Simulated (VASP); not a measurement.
Runs of VASP 6.6.1 on CsH. The structure is that of space group Pm-3m (No. 221), or close to it. The cells are those of the table. 

```csv
cell,gap on the mesh (eV),pressure (GPa)
"a = 3.818, b = 3.818, c = 3.876 Å, 2 atoms",2.20,-2.0
"a = 3.818, b = 3.818, c = 4.048 Å, 2 atoms",2.00,-2.3
"a = 3.818, b = 3.818, c = 3.761 Å, 2 atoms",2.28,-1.7
"a = 3.818, b = 3.818, c = 3.647 Å, 2 atoms",2.29,(b)
"a = 3.818, b = 3.818, c = 3.589 Å, 2 atoms",(a),-1.1
```

Alike in all rows: task single point; level LDA; potentials or basis VASP PAW LDA potentials, release 64 (Cs_sv, H); no spin polarisation; k mesh 8 × 8 × 8; cutoff (eV) 520; smearing gaussian 0.05 eV.

Estimate the missing entries.

(a) 2.24; (b) -1.4.

Caveats: spin-orbit coupling is left out, which moves the levels of the heavy elements.

A k mesh can miss the band edges, and the runs leave out spin-orbit coupling on Cs.
